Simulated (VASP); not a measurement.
CsSbSI2:

```
Cs Sb S I
1.0
     6.32170    0.00000    0.00000
     0.00000    6.32170    0.00000
     0.00000    0.00000    5.08504
Cs Sb S I
1 1 1 2
Direct
  0.00000 0.00000 0.00000
  0.50000 0.50000 0.50000
  0.50000 0.50000 0.00000
  0.00000 0.50000 0.50000
  0.50000 0.00000 0.50000
```

Program: VASP 6.6.1. Alike in all runs: task single point; no spin polarisation; cell as given; cutoff (eV) 520; smearing gaussian 0.1 eV.

Problem. Order these runs on this cell by their band gap on the k mesh, lowest first.
A. level LDA; potentials or basis VASP PAW LDA potentials, release 64 (Cs_sv, Sb, S, I); k mesh 1 × 1 × 1
B. level PBE; potentials or basis VASP PAW PBE potentials, release 64 (Cs_sv, Sb, S, I); k mesh 1 × 1 × 1
C. level PBE+D3(BJ); potentials or basis VASP PAW PBE potentials, release 64 (Cs_sv, Sb, S, I); k mesh 2 × 2 × 4

Solution. C (metal), A (2.61 eV), B (2.95 eV).

Caveats: all runs use coarse meshes; spin-orbit coupling is left out, which moves the levels of the heavy elements.

A k mesh can miss the band edges, odd and even meshes differently.
